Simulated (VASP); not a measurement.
Write the native input for VASP 6.6.1 that does the following.

| Quantity | Value |
| --- | --- |
| Task | single point |
| Functional | PBE |
| Potentials or basis | VASP PAW PBE potentials, release 64 (B, Al, P, In_d, Sb, Tl_d) |
| Cutoff | 520 eV |
| k mesh | 2 × 2 × 2, shifted |
| Occupations | gaussian, width 0.1 eV |
| Spin | no spin polarisation |
| Dipole correction | no |
| Further INCAR settings | LREAL = Auto; ALGO = Normal; EDIFF = 1e-06; NBANDS = 61; ISYM = 0 |

The structure of AlTl2InB4Sb4P4 lies in POSCAR:

```
AlTl2InB4Sb4P4
1.0
   -5.5507863851      5.5542356676     -0.1148813635
   -5.5696138593     -0.1337088377      5.4716794367
    0.1646080212      5.6039623252      5.5025786201
B Al P In Sb Tl
4 1 4 1 4 2
Direct
    0.4947663096      0.9722471472      0.0133704330
   -0.0038590052      0.5013629927      0.0279974602
    0.4956940381      0.5275954200      0.0020858009
    0.9975554818      0.5191329867      0.4606517400
    1.0218322474      0.9824575276      1.0242590721
    0.8853148878      0.8173528037      0.3723375074
    0.3815812496      0.8877489852      0.3062435675
    0.9059227725      0.4113198299      0.3371356322
    0.3933351324      0.8422501548      0.9147360984
    0.5207749502      0.5173024685      0.4919926604
    0.8537002582      0.8540359835      0.9102403256
    0.3500524337      0.4067473154      0.3477436581
    0.8686190965      0.3984020823      0.8757075210
    0.3637506630      0.3699832657      0.9116094147
   -0.0104777782      1.0112420872      0.4805775054
    0.4871113596      0.9775147028      0.5132405820
```

One way to write it, as run:

INCAR

```
SYSTEM = AlTl2InB4Sb4P4
  PREC = Accurate
  ENCUT = 520
  EDIFF = 1E-6
  ISMEAR = 0
  SIGMA = 0.1
  LREAL = Auto
  LASPH = .True.
  NELM = 60
  ALGO = Normal
  ISIF = 2
  LWAVE = .False.
  LCHARG = .True.
  GGA = PE
  LELF = .True.
  LVHAR = .True.
  NBANDS = 61
  ISYM = 0
```

KPOINTS

```
Automatic mesh
0
Gamma
  2 2 2
  0.5 0.5 0.5
```

Potentials or basis: VASP PAW PBE potentials, release 64 (B, Al, P, In_d, Sb, Tl_d).

Launch:

```bash
$ cat potpaw_PBE.64/B/POTCAR potpaw_PBE.64/Al/POTCAR potpaw_PBE.64/P/POTCAR potpaw_PBE.64/In_d/POTCAR potpaw_PBE.64/Sb/POTCAR potpaw_PBE.64/Tl_d/POTCAR > POTCAR
$ mpirun -np 1 vasp_std > vasp.out
```

It gave:

| Property | Result |
| --- | --- |
| Pressure | 0.0 GPa |
| Largest force | 0.053 eV/Å |
| Band gap on the k mesh | 0.67 eV |

Caveat: spin-orbit coupling is left out, which moves the levels of the heavy elements; a shifted mesh leaves out Γ, where band edges can lie.

It took 4.3 min on 1 thread of Intel Xeon 8259CL (shared host), peak memory 0.54 GiB.
